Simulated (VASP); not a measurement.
CaSi3Se4, 8 atoms in the cell. Symmetry: Pm-3m, No. 221, cubic system. The conventional cell has a = 5.600 Å, b = 5.600 Å, c = 5.600 Å, α = 90.00°, β = 90.00°, γ = 90.00°. Ca (site symmetry m-3m) has 6 Se at 2.80 Å within 3.7 Å. Si (site symmetry 4/mmm) has 6 Se at 2.80 Å within 3.7 Å. Se (site symmetry 4/mmm) has 2 Ca at 2.80 Å and 4 Si at 2.80 Å within 3.7 Å. Within 3.7 Å of Se (site symmetry m-3m) lie 6 Si at 2.80 Å. 

```yaml
Program: VASP 6.6.1
Task: relaxation of cell and atoms
Functional: PBE
Potentials_or_basis: VASP PAW PBE potentials, release 64 (Ca_sv, Si, Se)
Cutoff: 600 eV
k_mesh: 8 × 8 × 8
Occupations: gaussian, width 0.1 eV
Spin: no spin polarisation
Dipole_correction: no
Further_INCAR_settings: ALGO = Normal; EDIFF = 1e-06; IBRION = 2; EDIFFG = -0.01; NSW = 100; ISIF = 3
```

Potentials or basis: VASP PAW PBE potentials, release 64 (Ca_sv, Si, Se).

Command:

```bash
$ cat potpaw_PBE.64/Ca_sv/POTCAR potpaw_PBE.64/Si/POTCAR potpaw_PBE.64/Se/POTCAR > POTCAR
$ mpirun -np 1 vasp_std > vasp.out
```

Hardware: 1 thread of Intel(R) Xeon(R) 6975P-C (Granite Rapids) (shared host).

How long does it take, and how much memory?

Wall time 4.3 min on 1 thread of Intel(R) Xeon(R) 6975P-C (Granite Rapids), on a shared host, peak memory 0.47 GiB. Counts: scf iterations 29, k points 35, ion steps 3.
